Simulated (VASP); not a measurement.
# Na (Im-3m) in VASP: a series of runs

The runs below take Na through single point, with PBEsol, PBE, RPBE.

Everything below comes from runs of VASP 6.6.1. Logs are shortened: lines on timing, memory, paths and dates and some standing lists are left out, and cuts for length are marked.

### Step 1. The cell of the first run

It takes space group Im-3m (No. 229, cubic). The conventional cell has a = 4.208 Å, b = 4.208 Å, c = 4.208 Å, α = 90.00°, β = 90.00°, γ = 90.00°. Na (site symmetry m-3m) has 14 Na at 3.64 to 4.21 Å within 4.8 Å.

### Step 2. Single point, PBEsol

Input file INCAR:

```
PREC = Accurate ; ENCUT = 500
EDIFF = 1E-6 ; ISMEAR = -5
SIGMA = 0.1 ; LREAL = False
LASPH = True ; NELM = 120
ALGO = Normal ; ISIF = 2
LWAVE = False ; LCHARG = False
GGA = PS ; NBANDS = 10
GGA_COMPAT = False
```

Input file KPOINTS:

```
Automatic mesh
0
Gamma
  8 8 8
```

Input file POSCAR:

```
Na
1.0
   -2.1040267987      2.1040267987      2.1040267987
    2.1040267987     -2.1040267987      2.1040267987
    2.1040267987      2.1040267987     -2.1040267987
Na
1
Direct
    0.0481462070      0.0409921603     -0.0326747422
```

Potentials or basis: VASP PAW PBE potentials, release 64 (Na_pv).

Command:

```sh
> cat potpaw_PBE.64/Na_pv/POTCAR > POTCAR
> mpirun -np 1 vasp_std > vasp.out
```

OUTCAR:

```text
PREC = Accurate
   ENCUT = 500
   EDIFF = 1E-6
   ISMEAR = -5
   LREAL = False
   LASPH = True
   NELM = 120
   ISIF = 2
   GGA = PS

 ion  position               nearest neighbor table
   1  0.048  0.041  0.967-

  LATTYP: Found a body centered cubic cell.
 ALAT       =     4.2080535974

  Lattice vectors:

 A1 = (  -2.1040267987,   2.1040267987,   2.1040267987)
 A2 = (   2.1040267987,  -2.1040267987,   2.1040267987)
 A3 = (   2.1040267987,   2.1040267987,  -2.1040267987)

Analysis of symmetry for initial positions (statically):
=====================================================================
 Subroutine PRICEL returns:
 Original cell was already a primitive cell.

 Routine SETGRP: Setting up the symmetry group for a
 body centered cubic supercell.

 Subroutine GETGRP returns: Found 48 space group operations
 (whereof  1 operations were pure point group operations)
 out of a pool of 48 trial point group operations.

The static configuration has the point symmetry C_1 .
 The point group associated with its full space group is O_h .

Analysis of symmetry for dynamics (positions and initial velocities):
=====================================================================
 Subroutine PRICEL returns:
 Original cell was already a primitive cell.

 Routine SETGRP: Setting up the symmetry group for a
 body centered cubic supercell.

 Subroutine GETGRP returns: Found 48 space group operations
 (whereof  1 operations were pure point group operations)
 out of a pool of 48 trial point group operations.

The dynamic configuration has the point symmetry C_1 .
 The point group associated with its full space group is O_h .

 Subroutine INISYM returns: Found 48 space group operations
 (whereof  1 operations are pure point group operations),
 and found     1 'primitive' translations

----------------------------------------------------------------------------------------

                                     Primitive cell

  volume of cell :      37.2575

  direct lattice vectors                    reciprocal lattice vectors
    -2.104026799  2.104026799  2.104026799     0.000000000  0.237639559  0.237639559
     2.104026799 -2.104026799  2.104026799     0.237639559  0.000000000  0.237639559
     2.104026799  2.104026799 -2.104026799     0.237639559  0.237639559  0.000000000

  length of vectors
     3.644281316  3.644281316  3.644281316     0.336073087  0.336073087  0.336073087

  position of ions in fractional coordinates (direct lattice)
     0.048146207  0.040992160  0.967325258

  ion indices of the primitive-cell ions
   primitive index   ion index
                 1           1

----------------------------------------------------------------------------------------

 KPOINTS: Automatic mesh

Automatic generation of k-mesh.
 Grid dimensions read from file:
 generate k-points for:    8    8    8

 Generating k-lattice:

  Cartesian coordinates                     Fractional coordinates (reciprocal lattice)
     0.000000000  0.029704945  0.029704945     0.125000000  0.000000000  0.000000000
     0.029704945  0.000000000  0.029704945     0.000000000  0.125000000  0.000000000
     0.029704945  0.029704945  0.000000000     0.000000000  0.000000000  0.125000000

  Length of vectors
     0.042009136  0.042009136  0.042009136

  Shift w.r.t. Gamma in fractional coordinates (k-lattice)
     0.000000000  0.000000000  0.000000000

 TETIRR: Found    513 inequivalent tetrahedra from     3072

 Subroutine IBZKPT returns following result:
 ===========================================

 Found     29 irreducible k-points:

 Following reciprocal coordinates:
            Coordinates               Weight
  0.000000  0.000000  0.000000      1.000000
  0.125000  0.000000  0.000000     12.000000
  0.250000  0.000000  0.000000     12.000000
  0.375000  0.000000  0.000000     12.000000
  0.500000  0.000000  0.000000      6.000000
  0.125000  0.125000  0.000000     24.000000
[... 16 lines left out ...]
 -0.250000  0.250000  0.250000      6.000000
 -0.375000  0.375000  0.250000     24.000000
 [... further k-points ...]
   k-points           NKPTS =     29   k-points in BZ     NKDIM =     29   number of bands    NBANDS=     10
   number of dos      NEDOS =    301   number of ions     NIONS =      1
   total plane-waves  NPLWV =  21952
   dimension x,y,z NGX =    28 NGY =   28 NGZ =   28
   dimension x,y,z NGXF=    56 NGYF=   56 NGZF=   56
   ions per type =               1
   NGX,Y,Z   is equivalent  to a cutoff of  12.77, 12.77, 12.77 a.u.
   NGXF,Y,Z  is equivalent  to a cutoff of  25.55, 25.55, 25.55 a.u.
 SYSTEM =  unknown system
   PREC   = accura    normal or accurate (medium, high low for compatibility)
   ISTART =      0    job   : 0-new  1-cont  2-samecut
   ICHARG =      2    charge: 1-file 2-atom 10-const
   ISPIN  =      1    spin polarized calculation?
   LNONCOLLINEAR =      F non collinear calculations
   LSORBIT =      F    spin-orbit coupling
   LASPH  =      T    aspherical Exc in radial PAW
   ENCUT  =  500.0 eV  36.75 Ry    6.06 a.u.   6.64  6.64  6.64*2*pi/ulx,y,z
   NELM   =    120;   NELMIN=  2; NELMDL= -5     # of ELM steps
   EDIFF  = 0.1E-05   stopping-criterion for ELM
   LREAL  =      F    real-space projection
   EDIFFG = 0.1E-04   stopping-criterion for IOM
   NSW    =      0    number of steps for IOM
   IBRION =     -1    ionic relax: 0-MD 1-quasi-New 2-CG
   NFREE  =      0    steps in history (QN), initial steepest desc. (CG)
   ISIF   =      2    stress and relaxation
   ISYM   =      2    0-nonsym 1-usesym 2-fastsym
   POTIM  = 0.5000    time-step for ionic-motion
   TEBEG  =    0.0;   TEEND  =   0.0 temperature during run
   PSTRESS=    0.0 pullay stress
   NELECT =       7.0000    total number of electrons
   NUPDOWN=      -1.0000    fix difference up-down
   EMIN   =  10.00;   EMAX   =-10.00  energy-range for DOS
   EFERMI =   0.00;   METHOD = LEGACY
   ISMEAR =    -5;   SIGMA  =   0.10  broadening in eV -4-tet -1-fermi 0-gaus
   EFERMI_NEDOS =   21; number of points for ismear=-14 and -15
   IALGO  =     38    algorithm
   IMIX   =      4    mixing-type and parameters
     AMIX     =   0.40;   BMIX     =  1.00
     AMIX_MAG =   1.60;   BMIX_MAG =  1.00
  volume/ion in A,a.u.               =      37.26       251.43
  Fermi-wavevector in a.u.,A,eV,Ry     =   0.937640  1.771883 11.961824  0.879169
  Thomas-Fermi vector in A             =   2.064772
   LORBIT       =      0    0 simple, 1 ext, 2 COOP (PROOUT), +10 PAW based schemes
   GGA     = PS    functional components
   LHFCALC =     F    Hartree Fock is set to
   AEXX    =    0.0000 exact exchange contribution
   IVDW    =     0    specifies the selected vdW correction
   LEPSILON=     F    determine dielectric tensor
   LRPA    =     F    only Hartree local field effects (RPA)
 non-spin polarized calculation
 Fermi weights with tetrahedron method with Bloechl corrections
  energy-cutoff  :      500.00
  volume of cell :       37.26
 maximum number of plane-waves:       962
   NGX = 13   NGY = 13   NGZ = 13

 number of electron       6.9999999 magnetization

 Free energy of the ion-electron system (eV)
  ---------------------------------------------------
  ext. energy  EPLUGINS =         0.00000000
  ---------------------------------------------------
  free energy    TOTEN  =        -1.39856986 eV

  energy without entropy =       -1.39856986  energy(sigma->0) =       -1.39856986

 E-fermi :   0.3628     XC(G=0):  -6.4878

 val. band max:        0.2166788112   @ k =   0.2500   0.2500   0.0000
 cond. band min:       0.4689666844   @ k =   0.3750   0.1250   0.0000
 fundamental gap:      0.2522878733
 Fermi energy:         0.3628323147

 k-point     1 :       0.0000    0.0000    0.0000
  band No.  band energies     occupation
      1     -24.4970      2.00000
      2     -24.4970      2.00000
      3     -24.4970      2.00000
      4      -2.9756      2.00000
      5      11.9906      0.00000
      6      11.9907      0.00000
      7      11.9907      0.00000
      8      12.9928      0.00000
      9      12.9928      0.00000
     10      13.5326      0.00000

 k-point     2 :       0.1250    0.0000    0.0000
  band No.  band energies     occupation
      1     -24.5022      2.00000
      2     -24.4987      2.00000
      3     -24.4970      2.00000
      4      -2.7016      2.00000
      5       9.3983      0.00000
      6      10.7695      0.00000
      7      11.1800      0.00000
      8      11.6281      0.00000
      9      12.2622      0.00000
     10      13.9297      0.00000

 k-point     3 :       0.2500    0.0000    0.0000
  band No.  band energies     occupation
      1     -24.5148      2.00000
      2     -24.5030      2.00000
      3     -24.4969      2.00000
      4      -1.8886      2.00060
      5       6.2865      0.00000
      6       9.5080      0.00000
      7      10.2172      0.00000
      8      10.4573      0.00000
      9      11.5326      0.00000
     10      14.5821      0.00000

 k-point     4 :       0.3750    0.0000    0.0000
  band No.  band energies     occupation
      1     -24.5272      2.00000
      2     -24.5072      2.00000
      3     -24.4969      2.00000
      4      -0.5617      2.11252
      5       3.5733      0.00000
      6       8.7316      0.00000
      7       9.6146      0.00000
      8       9.7546      0.00000
      9      10.8829      0.00000
     10      15.5854      0.00000
[... 222 lines left out ...]
 k-point    22 :       0.2500    0.2500    0.2500
  band No.  band energies     occupation
      1     -24.5141      2.00000
      2     -24.5141      2.00000
      3     -24.5141      2.00000
      4       2.9905     -0.01361
      5       2.9905      0.00000
      6       2.9905      0.00000
      7       4.6659      0.00000
      8      17.6220      0.00000
      9      17.6220      0.00000
     10      18.4924      0.00000

 k-point    23 :      -0.2500    0.2500    0.2500
  band No.  band energies     occupation
      1     -24.5152      2.00000
      2     -24.5094      2.00000
      3     -24.5094      2.00000
      4      -0.8238      2.11744
      5       6.9139      0.00000
      6       7.0147      0.00000
      7       7.0148      0.00000
      8       8.9445      0.00000
      9      14.0868      0.00000
     10      14.9354      0.00000

 k-point    24 :      -0.3750    0.3750    0.2500
  band No.  band energies     occupation
      1     -24.5234      2.00000
      2     -24.5139      2.00000
      3     -24.5102      2.00000
      4       0.4762      0.60934
      5       4.5114      0.00000
      6       6.3151      0.00000
      7       6.9657      0.00000
      8       9.0441      0.00000
      9      12.8396      0.00000
     10      13.9677      0.00000

 [... further k-points ...]
[... 5 lines left out ...]
  --------------------------------------------------------------------------------------
  -------------------------------------------------------------------------------------
  Total       -0.0534365     -0.0534365     -0.0534365      0.0000000      0.0000000      0.0000000
  in kB       -2.2979180     -2.2979180     -2.2979180      0.0000000      0.0000000      0.0000000
  external PRESSURE =      -2.2979180 kB  Pullay stress =       0.0000000 kB

 VOLUME and BASIS-vectors are now :
 -----------------------------------------------------------------------------
  energy-cutoff  :      500.00
  volume of cell :       37.26
      direct lattice vectors                 reciprocal lattice vectors
    -2.104026799  2.104026799  2.104026799     0.000000000  0.237639559  0.237639559
     2.104026799 -2.104026799  2.104026799     0.237639559  0.000000000  0.237639559
     2.104026799  2.104026799 -2.104026799     0.237639559  0.237639559  0.000000000

 POSITION                                       TOTAL-FORCE (eV/Angst)
 -----------------------------------------------------------------------------------
      2.02023      2.05033     -1.84773         0.000000     -0.000000      0.000000
 -----------------------------------------------------------------------------------
    total drift:                               -0.000021      0.000005     -0.000006

  FREE ENERGIE OF THE ION-ELECTRON SYSTEM (eV)
  ---------------------------------------------------
  free  energy   TOTEN  =        -1.3985698635 eV

  energy  without entropy=       -1.3985698635  energy(sigma->0) =       -1.39856986
```

It took 4.6 s on 1 thread of Intel Xeon Platinum 8488C (Sapphire Rapids), shared host; peak memory 0.15 GiB.

What came out:

| Quantity | Value |
| --- | --- |
| Free energy | -1.3986 eV |
| Pressure | -0.2 GPa |

Caveat: the PAW data sets were made with another functional, which shifts forces and pressure a little; tetrahedron occupations give inexact forces and stress in metals.

### Step 3. Single point, PBE

Input file INCAR:

```
SYSTEM = Na
  PREC = Accurate
  ENCUT = 500
  EDIFF = 1E-6
  ISMEAR = 0
  SIGMA = 0.1
  LREAL = .FALSE.
  LASPH = .TRUE.
  NELM = 120
  ALGO = Normal
  ISIF = 2
  LWAVE = .FALSE.
  LCHARG = .FALSE.
  GGA = PE
  NBANDS = 10
  GGA_COMPAT = .FALSE.
```

Input file KPOINTS:

```
regular mesh
0
G
  2 2 2
  0 0 0
```

POSCAR: that of step 2 with these lines changed.

```diff
@@ -8,2 +8,2 @@
 Direct
-    0.0481462070      0.0409921603     -0.0326747422
+    0.9420000000      0.1510000000      0.6240000000
```

Potentials or basis: VASP PAW PBE potentials, release 64 (Na_pv).

Command:

```sh
> cat potpaw_PBE.64/Na_pv/POTCAR > POTCAR
> mpirun -np 1 vasp_std > vasp.out
```

It used 4.5 s of CPU time on 1 thread of Intel Xeon 8259CL (shared host).

The run converged. Its results:

| Item | Value |
| --- | --- |
| Free energy | -0.3204 eV |
| Pressure | 1.8 GPa |

Levels at points of the mesh, in eV from the Fermi level:
```
           k point  band 1  band 2  band 3  band 4  band 5  band 6  band 7  band 8  band 9
(0.00, 0.00, 0.00)  -25.71  -25.71  -25.71   -4.02   10.97   10.97   10.97   11.92   11.92
(0.50, 0.00, 0.00)  -25.75  -25.73  -25.71    0.00    0.46    7.44    8.39    8.47    9.56
(0.50, 0.50, 0.50)  -25.74  -25.74  -25.74    3.74    3.74    4.14    4.14    4.14    6.90
```

Caveat: the k points lie up to 1.06 Å⁻¹ apart.

### Step 4. Single point, PBEsol

Input file INCAR:

```
PREC = Accurate
ENCUT = 500
EDIFF = 1E-6
ISMEAR = 0
SIGMA = 0.036
LREAL = F
LASPH = T
NELM = 120
ALGO = Normal
ISIF = 2
LWAVE = F
LCHARG = F
GGA = PS
NBANDS = 10
GGA_COMPAT = F
```

Input file KPOINTS:

```
Automatic mesh
0
Gamma
  2 2 2
```

POSCAR: that of step 3 with these lines changed.

```diff
@@ -8,2 +8,2 @@
 Direct
-    0.9420000000      0.1510000000      0.6240000000
+    0.0000000000      0.0000000000      0.0000000000
```

Command:

```sh
> cat potpaw_PBE.64/Na_pv/POTCAR > POTCAR
> mpirun -np 1 vasp_std > vasp.out
```

Wall time 6.5 s (1 thread of Intel Xeon 8259CL, shared host); peak memory 0.14 GiB.

It converged, with:

```yaml
Free_energy: -0.3876 eV
Pressure: 1.8 GPa
```

Levels at points of the mesh, in eV from the Fermi level:
| k point | band 1 | band 2 | band 3 | band 4 | band 5 | band 6 | band 7 | band 8 |
| --- | --- | --- | --- | --- | --- | --- | --- | --- |
| (0.00, 0.00, 0.00) | -25.59 | -25.59 | -25.59 | -4.01 | 10.97 | 10.97 | 10.97 | 11.94 |
| (0.50, 0.00, 0.00) | -25.63 | -25.60 | -25.59 | 0.00 | 0.48 | 7.44 | 8.39 | 8.48 |
| (0.50, 0.50, 0.50) | -25.62 | -25.62 | -25.62 | 3.75 | 3.75 | 4.14 | 4.14 | 4.14 |

Caveat: the k points lie up to 1.06 Å⁻¹ apart; the PAW data sets were made with another functional, which shifts forces and pressure a little.

### Step 5. Single point, RPBE

This run uses another cell than the first one, of 26.60 Å³/atom, 0.714 times its volume.

Input file INCAR:

```
SYSTEM = Na
PREC = Accurate
ENCUT = 500
EDIFF = 1E-6
ISMEAR = 0
SIGMA = 0.1
LREAL = .False.
LASPH = .True.
NELM = 120
ALGO = Normal
ISIF = 2
LWAVE = .False.
LCHARG = .False.
GGA = RP
NBANDS = 10
GGA_COMPAT = .False.
```

Input file KPOINTS:

```
regular mesh
0
Gamma
  2 2 2
  0 0 0
```

Input file POSCAR:

```
Na
1.0
   -1.8805461869      1.8805461869      1.8805461869
    1.8805461869     -1.8805461869      1.8805461869
    1.8805461869      1.8805461869     -1.8805461869
Na
1
Direct
    0.0000000000      0.0000000000      0.0000000000
```

Command:

```sh
> cat potpaw_PBE.64/Na_pv/POTCAR > POTCAR
> mpirun -np 1 vasp_std > vasp.out
```

It used 3 s of CPU time on 1 thread of Intel Xeon 8259CL (shared host).

The run converged. Its results:

- Free energy: 0.1243 eV
- Pressure: 9.4 GPa

Levels at points of the mesh, in eV from the Fermi level:
```csv
k point,band 1,band 2,band 3,band 4,band 5,band 6
"(0.00, 0.00, 0.00)",-25.57,-25.57,-25.57,-4.89,13.29,13.29
"(0.50, 0.00, 0.00)",-25.68,-25.60,-25.57,0.00,0.77,8.81
"(0.50, 0.50, 0.50)",-25.64,-25.64,-25.64,4.12,4.12,5.39
```

Caveat: the k points lie up to 1.18 Å⁻¹ apart; the PAW data sets were made with another functional, which shifts forces and pressure a little.

### Step 6. Single point, PBE

Input file INCAR:

```
SYSTEM = Na
PREC = Accurate
ENCUT = 500
EDIFF = 1E-6
ISMEAR = 0
SIGMA = 0.1
LREAL = .FALSE.
LASPH = .TRUE.
NELM = 120
ALGO = Normal
ISIF = 2
LWAVE = .FALSE.
LCHARG = .FALSE.
GGA = PE
NBANDS = 10
GGA_COMPAT = .FALSE.
```

Input file KPOINTS:

```
Automatic mesh
0
G
  3 3 3
  0 0 0
```

Input file POSCAR:

```
Na
1.0
   -2.1040267987      2.1040267987      2.1040267987
    2.1040267987     -2.1040267987      2.1040267987
    2.1040267987      2.1040267987     -2.1040267987
Na
1
Direct
    0.0000000000      0.0000000000      0.0000000000
```

Potentials or basis: VASP PAW PBE potentials, release 64 (Na_pv).

Command:

```sh
> cat potpaw_PBE.64/Na_pv/POTCAR > POTCAR
> mpirun -np 1 vasp_std > vasp.out
```

It used 3.8 s of CPU time on 1 thread of Intel Xeon 8259CL (shared host).

It converged, with:

```
Free energy : -1.4554 eV
Pressure    : -0.5 GPa
```

Levels at points of the mesh, in eV from the Fermi level:
```csv
k point,band 1,band 2,band 3,band 4,band 5,band 6,band 7,band 8
"(0.00, 0.00, 0.00)",-25.31,-25.31,-25.31,-3.67,11.30,11.30,11.30,12.30
```

Caveat: the k points lie up to 0.70 Å⁻¹ apart.

### Step 7. The runs side by side

```csv
level,cell,k mesh,smearing,gap on the mesh (eV),pressure (GPa)
PBEsol,"a = 3.644 Å, angles 109.5°, 1 atom",8 × 8 × 8,tetrahedron,none,-0.2
PBE,"a = 3.644 Å, angles 109.5°, 1 atom",2 × 2 × 2,gaussian 0.1 eV,none,1.8
PBEsol,"a = 3.644 Å, angles 109.5°, 1 atom",2 × 2 × 2,gaussian 0.036 eV,none,1.8
RPBE,"a = 3.257 Å, angles 109.5°, 1 atom",2 × 2 × 2,gaussian 0.1 eV,none,9.4
PBE,"a = 3.644 Å, angles 109.5°, 1 atom",3 × 3 × 3,gaussian 0.1 eV,none,-0.5
```

Alike in all rows: task single point; potentials or basis VASP PAW PBE potentials, release 64 (Na_pv); no spin polarisation; cutoff (eV) 500.

Caveats: some runs use coarse meshes; the PAW data sets were made with another functional, which shifts forces and pressure a little (some runs); tetrahedron occupations give inexact forces and stress in metals (some runs).

Absolute energies hang on the potentials; compare differences alone.
